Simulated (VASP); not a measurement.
# SnSe2 (P-3m1) in VASP: further runs

SnSe2 is run at these levels: PBE; tasks: single point.

Program: VASP 6.6.1. These are calculated values, not measurements. Logs are shortened: lines on timing, memory, paths and dates and some standing lists are left out, and cuts for length are marked.

### Step 1. The cell of the first run

Symmetry: P-3m1, No. 164, trigonal system. The conventional cell has a = 3.811 Å, b = 3.811 Å, c = 6.197 Å, α = 90.00°, β = 90.00°, γ = 120.00°. Sn (site symmetry -3m) has 6 Se at 2.69 Å within 3.5 Å. Within 3.5 Å of Se (site symmetry 3m) lie 3 Sn at 2.69 Å.

### Step 2. Single point, PBE

INCAR

```
PREC     = Accurate       # precision mode
ENCUT    = 520            # plane-wave cutoff, eV
EDIFF    = 1E-6           # SCF threshold, eV
ISMEAR   = -1             # smearing method
SIGMA    = 0.05           # smearing width, eV
LREAL    = False          # projectors in reciprocal space
LASPH    = True           # aspherical terms in the spheres
NELM     = 80             # most SCF steps
ALGO     = Normal         # electronic algorithm
ISIF     = 2              # what is computed and relaxed
LWAVE    = False          # write WAVECAR
LCHARG   = False          # write CHGCAR
GGA      = PE             # functional
NBANDS   = 20             # bands
```

KPOINTS

```
Automatic mesh
0
Gamma
  7 7 4
```

POSCAR

```
SnSe2
1.0
    3.8110000000      0.0000000000      0.0000000000
   -1.9055000000      3.3004228138      0.0000000000
    0.0000000000      0.0000000000      6.1973600000
Sn Se
1 2
Direct
    0.0000000000      0.0000000000      0.0000000000
    0.6666666667      0.3333333333      0.7510000000
    0.3333333333      0.6666666667      0.2490000000
```

Potentials or basis: VASP PAW PBE potentials, release 64 (Sn_d, Se).

On the command line:

```
> cat potpaw_PBE.64/Sn_d/POTCAR potpaw_PBE.64/Se/POTCAR > POTCAR
> mpirun -np 1 vasp_std > vasp.out
```

OUTCAR:

```text
PREC = Accurate
   ENCUT = 520
   EDIFF = 1E-6
   ISMEAR = -1
   LREAL = False
   LASPH = True
   NELM = 80
   ISIF = 2
   GGA = PE

 ion  position               nearest neighbor table
   1  0.000  0.000  0.000-   2 2.69   3 2.69   3 2.69   2 2.69   2 2.69   3 2.69
   2  0.667  0.333  0.751-   1 2.69   1 2.69   1 2.69
   3  0.333  0.667  0.249-   1 2.69   1 2.69   1 2.69

  LATTYP: Found a hexagonal cell.
 ALAT       =     3.8110000000
 C/A-ratio  =     1.6261768565

  Lattice vectors:

 A1 = (   3.8110000000,   0.0000000000,   0.0000000000)
 A2 = (  -1.9055000000,   3.3004228138,   0.0000000000)
 A3 = (   0.0000000000,   0.0000000000,   6.1973600000)

Analysis of symmetry for initial positions (statically):
=====================================================================
 Subroutine PRICEL returns:
 Original cell was already a primitive cell.

 Routine SETGRP: Setting up the symmetry group for a
 hexagonal supercell.

 Subroutine GETGRP returns: Found 12 space group operations
 (whereof 12 operations were pure point group operations)
 out of a pool of 24 trial point group operations.

The static configuration has the point symmetry D_3d.

Analysis of symmetry for dynamics (positions and initial velocities):
=====================================================================
 Subroutine PRICEL returns:
 Original cell was already a primitive cell.

 Routine SETGRP: Setting up the symmetry group for a
 hexagonal supercell.

 Subroutine GETGRP returns: Found 12 space group operations
 (whereof 12 operations were pure point group operations)
 out of a pool of 24 trial point group operations.

The dynamic configuration has the point symmetry D_3d.

 Subroutine INISYM returns: Found 12 space group operations
 (whereof 12 operations are pure point group operations),
 and found     1 'primitive' translations

----------------------------------------------------------------------------------------

                                     Primitive cell

  volume of cell :      77.9498

  direct lattice vectors                    reciprocal lattice vectors
     3.811000000  0.000000000  0.000000000     0.262398321  0.151495741  0.000000000
    -1.905500000  3.300422814  0.000000000     0.000000000  0.302991482  0.000000000
     0.000000000  0.000000000  6.197360000     0.000000000  0.000000000  0.161359030

  length of vectors
     3.811000000  3.811000000  6.197360000     0.302991482  0.302991482  0.161359030

  position of ions in fractional coordinates (direct lattice)
     0.000000000  0.000000000  0.000000000
     0.666666667  0.333333333  0.751000000
     0.333333333  0.666666667  0.249000000

  ion indices of the primitive-cell ions
   primitive index   ion index
                 1           1
                 2           2
                 3           3

----------------------------------------------------------------------------------------

 KPOINTS: Automatic mesh

Automatic generation of k-mesh.
 Grid dimensions read from file:
 generate k-points for:    7    7    4

 Generating k-lattice:

  Cartesian coordinates                     Fractional coordinates (reciprocal lattice)
     0.037485474  0.021642249  0.000000000     0.142857143 -0.000000000  0.000000000
     0.000000000  0.043284497  0.000000000     0.000000000  0.142857143  0.000000000
     0.000000000  0.000000000  0.040339758     0.000000000  0.000000000  0.250000000

  Length of vectors
     0.043284497  0.043284497  0.040339758

  Shift w.r.t. Gamma in fractional coordinates (k-lattice)
     0.000000000  0.000000000  0.000000000

 Subroutine IBZKPT returns following result:
 ===========================================

 Found     28 irreducible k-points:

 Following reciprocal coordinates:
            Coordinates               Weight
  0.000000  0.000000  0.000000      1.000000
  0.142857  0.000000  0.000000      6.000000
  0.285714  0.000000  0.000000      6.000000
  0.428571  0.000000  0.000000      6.000000
  0.142857  0.142857  0.000000      6.000000
  0.285714  0.142857  0.000000     12.000000
[... 16 lines left out ...]
  0.285714  0.000000  0.500000      6.000000
  0.428571  0.000000  0.500000      6.000000
 [... further k-points ...]
   k-points           NKPTS =     28   k-points in BZ     NKDIM =     28   number of bands    NBANDS=     20
   number of dos      NEDOS =    301   number of ions     NIONS =      3
   total plane-waves  NPLWV =  37632
   dimension x,y,z NGX =    28 NGY =   28 NGZ =   48
   dimension x,y,z NGXF=    56 NGYF=   56 NGZF=   96
   ions per type =               1   2
   NGX,Y,Z   is equivalent  to a cutoff of  12.21, 12.21, 12.88 a.u.
   NGXF,Y,Z  is equivalent  to a cutoff of  24.43, 24.43, 25.75 a.u.
 SYSTEM =  unknown system
   PREC   = accura    normal or accurate (medium, high low for compatibility)
   ISTART =      0    job   : 0-new  1-cont  2-samecut
   ICHARG =      2    charge: 1-file 2-atom 10-const
   ISPIN  =      1    spin polarized calculation?
   LNONCOLLINEAR =      F non collinear calculations
   LSORBIT =      F    spin-orbit coupling
   LASPH  =      T    aspherical Exc in radial PAW
   ENCUT  =  520.0 eV  38.22 Ry    6.18 a.u.   7.09  7.09 11.52*2*pi/ulx,y,z
   NELM   =     80;   NELMIN=  2; NELMDL= -5     # of ELM steps
   EDIFF  = 0.1E-05   stopping-criterion for ELM
   LREAL  =      F    real-space projection
   EDIFFG = 0.1E-04   stopping-criterion for IOM
   NSW    =      0    number of steps for IOM
   IBRION =     -1    ionic relax: 0-MD 1-quasi-New 2-CG
   NFREE  =      0    steps in history (QN), initial steepest desc. (CG)
   ISIF   =      2    stress and relaxation
   ISYM   =      2    0-nonsym 1-usesym 2-fastsym
   POTIM  = 0.5000    time-step for ionic-motion
   TEBEG  =    0.0;   TEEND  =   0.0 temperature during run
   PSTRESS=    0.0 pullay stress
   NELECT =      26.0000    total number of electrons
   NUPDOWN=      -1.0000    fix difference up-down
   EMIN   =  10.00;   EMAX   =-10.00  energy-range for DOS
   EFERMI =   0.00;   METHOD = LEGACY
   ISMEAR =    -1;   SIGMA  =   0.05  broadening in eV -4-tet -1-fermi 0-gaus
   EFERMI_NEDOS =   21; number of points for ismear=-14 and -15
   IALGO  =     38    algorithm
   IMIX   =      4    mixing-type and parameters
     AMIX     =   0.40;   BMIX     =  1.00
     AMIX_MAG =   1.60;   BMIX_MAG =  1.00
  volume/ion in A,a.u.               =      25.98       175.34
  Fermi-wavevector in a.u.,A,eV,Ry     =   1.135344  2.145489 17.537996  1.289006
  Thomas-Fermi vector in A             =   2.272049
   LORBIT       =      0    0 simple, 1 ext, 2 COOP (PROOUT), +10 PAW based schemes
   GGA     = PE    functional components
   LHFCALC =     F    Hartree Fock is set to
   AEXX    =    0.0000 exact exchange contribution
   IVDW    =     0    specifies the selected vdW correction
   LEPSILON=     F    determine dielectric tensor
   LRPA    =     F    only Hartree local field effects (RPA)
 non-spin polarized calculation
  energy-cutoff  :      520.00
  volume of cell :       77.95
 maximum number of plane-waves:      2112
   NGX = 15   NGY = 15   NGZ = 23

 number of electron      26.0000001 magnetization

 Free energy of the ion-electron system (eV)
  ---------------------------------------------------
  ext. energy  EPLUGINS =         0.00000000
  ---------------------------------------------------
  free energy    TOTEN  =       -11.77298710 eV

  energy without entropy =      -11.77296339  energy(sigma->0) =      -11.77297524

 E-fermi :   4.4570     XC(G=0):  -9.4078

 val. band max:        4.0021255946   @ k =   0.1429   0.0000   0.0000
 cond. band min:       4.8560721420   @ k =   0.0000   0.4286   0.2500
 fundamental gap:      0.8539465474
 Fermi energy:         4.4570021403

 k-point     1 :       0.0000    0.0000    0.0000
  band No.  band energies     occupation
      1     -17.1898      2.00000
      2     -17.1898      2.00000
      3     -17.1513      2.00000
      4     -17.1373      2.00000
      5     -17.1373      2.00000
      6      -9.8675      2.00000
[... 12 lines left out ...]
     19      13.0205      0.00000
     20      13.0205      0.00000

 k-point     2 :       0.1429    0.0000    0.0000
  band No.  band energies     occupation
      1     -17.1996      2.00000
      2     -17.1831      2.00000
      3     -17.1464      2.00000
      4     -17.1409      2.00000
      5     -17.1358      2.00000
      6      -9.6653      2.00000
[... 12 lines left out ...]
     19      12.4443      0.00000
     20      13.2399      0.00000

 k-point     3 :       0.2857    0.0000    0.0000
  band No.  band energies     occupation
      1     -17.2245      2.00000
      2     -17.1729      2.00000
      3     -17.1527      2.00000
      4     -17.1287      2.00000
      5     -17.1273      2.00000
      6      -9.1025      2.00000
[... 12 lines left out ...]
     19      12.5678      0.00000
     20      13.6436      0.00000

 k-point     4 :       0.4286    0.0000    0.0000
  band No.  band energies     occupation
      1     -17.2454      2.00000
      2     -17.1698      2.00000
      3     -17.1593      2.00000
      4     -17.1163      2.00000
      5     -17.1152      2.00000
      6      -8.3966      2.00000
[... 12 lines left out ...]
     19      13.7822      0.00000
     20      14.4511      0.00000

 k-point     5 :       0.1429    0.1429    0.0000
  band No.  band energies     occupation
      1     -17.2132      2.00000
      2     -17.1792      2.00000
      3     -17.1464      2.00000
      4     -17.1401      2.00000
      5     -17.1271      2.00000
      6      -9.2805      2.00000
[... 12 lines left out ...]
     19      11.3890      0.00000
     20      13.9631      0.00000

 k-point     6 :       0.2857    0.1429    0.0000
  band No.  band energies     occupation
      1     -17.2307      2.00000
      2     -17.1787      2.00000
      3     -17.1516      2.00000
      4     -17.1299      2.00000
      5     -17.1154      2.00000
      6      -8.6192      2.00000
[... 12 lines left out ...]
     19      12.0945      0.00000
     20      14.0409      0.00000

 k-point     7 :       0.4286    0.1429    0.0000
  band No.  band energies     occupation
      1     -17.2390      2.00000
      2     -17.1794      2.00000
      3     -17.1542      2.00000
      4     -17.1184      2.00000
      5     -17.1156      2.00000
      6      -8.1205      2.00000
[... 12 lines left out ...]
     19      13.5055      0.00000
     20      14.3270      0.00000
[... 277 lines left out ...]
 k-point    20 :       0.2857    0.2857    0.2500
  band No.  band energies     occupation
      1     -17.2220      2.00000
      2     -17.1964      2.00000
      3     -17.1419      2.00000
      4     -17.1308      2.00000
      5     -17.1161      2.00000
      6      -8.0011      2.00000
[... 12 lines left out ...]
     19      12.0670      0.00000
     20      13.7633      0.00000

 k-point    21 :       0.0000    0.0000    0.5000
  band No.  band energies     occupation
      1     -17.1898      2.00000
      2     -17.1898      2.00000
      3     -17.1512      2.00000
      4     -17.1373      2.00000
      5     -17.1373      2.00000
      6      -9.7048      2.00000
[... 12 lines left out ...]
     19      12.4936      0.00000
     20      12.4936      0.00000

 k-point    22 :       0.1429    0.0000    0.5000
  band No.  band energies     occupation
      1     -17.1997      2.00000
      2     -17.1831      2.00000
      3     -17.1463      2.00000
      4     -17.1408      2.00000
      5     -17.1358      2.00000
      6      -9.5054      2.00000
[... 12 lines left out ...]
     19      12.3065      0.00000
     20      12.9744      0.00000

 k-point    23 :       0.2857    0.0000    0.5000
  band No.  band energies     occupation
      1     -17.2246      2.00000
      2     -17.1729      2.00000
      3     -17.1528      2.00000
      4     -17.1286      2.00000
      5     -17.1273      2.00000
      6      -8.9559      2.00000
[... 12 lines left out ...]
     19      12.9799      0.00000
     20      13.4249      0.00000

 k-point    24 :       0.4286    0.0000    0.5000
  band No.  band energies     occupation
      1     -17.2456      2.00000
      2     -17.1698      2.00000
      3     -17.1594      2.00000
      4     -17.1162      2.00000
      5     -17.1152      2.00000
      6      -8.2897      2.00000
[... 12 lines left out ...]
     19      13.9198      0.00000
     20      14.6725      0.00000

 [... further k-points ...]
[... 5 lines left out ...]
  --------------------------------------------------------------------------------------
  -------------------------------------------------------------------------------------
  Total        2.2081517      2.2081517      2.6704372     -0.0000000     -0.0000000      0.0000000
  in kB       45.3862423     45.3862423     54.8880372     -0.0000000     -0.0000000      0.0000000
  external PRESSURE =      48.5535073 kB  Pullay stress =       0.0000000 kB

 VOLUME and BASIS-vectors are now :
 -----------------------------------------------------------------------------
  energy-cutoff  :      520.00
  volume of cell :       77.95
      direct lattice vectors                 reciprocal lattice vectors
     3.811000000  0.000000000  0.000000000     0.262398321  0.151495741  0.000000000
    -1.905500000  3.300422814  0.000000000     0.000000000  0.302991482  0.000000000
     0.000000000  0.000000000  6.197360000     0.000000000  0.000000000  0.161359030

 POSITION                                       TOTAL-FORCE (eV/Angst)
 -----------------------------------------------------------------------------------
      0.00000      0.00000      0.00000        -0.000000      0.000000     -0.000000
      1.90550      1.10014      4.65422         0.000000     -0.000000     -0.650335
     -0.00000      2.20028      1.54314        -0.000000      0.000000      0.650335
 -----------------------------------------------------------------------------------
    total drift:                                0.000000      0.000000     -0.000000

  FREE ENERGIE OF THE ION-ELECTRON SYSTEM (eV)
  ---------------------------------------------------
  free  energy   TOTEN  =       -11.7729870994 eV

  energy  without entropy=      -11.7729633869  energy(sigma->0) =      -11.77297524
```

It took 70 s on 1 thread of AMD EPYC 7R13, shared host; peak memory 0.17 GiB.

What came out:

```
Free energy            : -11.7730 eV
Pressure               : 4.9 GPa
Largest force          : 0.650 eV/Å
Band gap on the k mesh : 0.85 eV, indirect (least direct gap 1.16 eV)
```

Forces in eV/Å, atoms in the order of the input:
```
Sn   0.000  0.000  0.000
Se   0.000  0.000 -0.650
Se   0.000  0.000  0.650
```

Levels at points of the mesh, in eV from the valence-band top:
```csv
k point,band 11,band 12,band 13,band 14,band 15,band 16
"(0.00, 0.00, 0.00)",-0.28,-0.28,-0.01,1.15,3.06,4.71
"(0.00, 0.00, 0.50)",-0.67,-0.14,-0.14,2.51,3.01,4.46
```

Caveat: spin-orbit coupling is left out, which moves the levels of the heavy elements; this functional lacks dispersion, which binds the layers, so the pressure and a relaxed spacing across them are unreliable. A k mesh can miss the band edges.

### Step 3. Single point, PBE

This run uses another cell than the first one, of 26.24 Å³/atom, 1.010 times its volume.

INCAR

```
SYSTEM = SnSe2
ALGO = Normal
EDIFF = 1E-7
ENCUT = 520
GGA = PE
ISIF = 2
ISMEAR = -1
LASPH = .True.
LCHARG = .False.
LREAL = .False.
LWAVE = .False.
NBANDS = 20
NELM = 100
PREC = Accurate
SIGMA = 0.05
```

KPOINTS

```
k-points
0
Gamma
  7 7 4
  0 0 0
```

POSCAR: that of step 2 with these lines changed.

```diff
@@ -4,3 +4,3 @@
    -1.9055000000      3.3004228138      0.0000000000
-    0.0000000000      0.0000000000      6.1973600000
+    0.0000000000      0.0000000000      6.2587200000
 Sn Se
```

Potentials or basis: VASP PAW PBE potentials, release 64 (Sn_d, Se).

On the command line:

```
> cat potpaw_PBE.64/Sn_d/POTCAR potpaw_PBE.64/Se/POTCAR > POTCAR
> mpirun -np 1 vasp_std > vasp.out
```

It took 83 s on 1 thread of AMD EPYC 7R13, shared host; peak memory 0.17 GiB.

The run converged. Its results:

```yaml
Free_energy: -11.7968 eV
Pressure: 4.1 GPa
Largest_force: 0.501 eV/Å
Band_gap_on_the_k_mesh: 0.83 eV, indirect (least direct gap 1.23 eV)
```

Forces in eV/Å, atoms in the order of the input:
```
Sn   0.000  0.000  0.000
Se   0.000  0.000 -0.501
Se   0.000  0.000  0.501
```

Stress tensor (GPa, compression positive):
```
3.97 0.00 0.00
0.00 3.97 0.00
0.00 0.00 4.38
```

Levels at points of the mesh, in eV from the valence-band top:
| k point | band 9 | band 10 | band 11 | band 12 | band 13 | band 14 | band 15 | band 16 | band 17 | band 18 |
| --- | --- | --- | --- | --- | --- | --- | --- | --- | --- | --- |
| (0.00, 0.00, 0.00) | -0.55 | -0.55 | -0.25 | -0.25 | -0.09 | 1.14 | 3.10 | 4.71 | 4.71 | 8.04 |
| (0.00, 0.00, 0.50) | -2.00 | -0.63 | -0.63 | -0.11 | -0.11 | 2.49 | 3.04 | 4.48 | 4.48 | 8.15 |

Caveat: spin-orbit coupling is left out, which moves the levels of the heavy elements; this functional lacks dispersion, which binds the layers, so the pressure and a relaxed spacing across them are unreliable. A k mesh can miss the band edges.
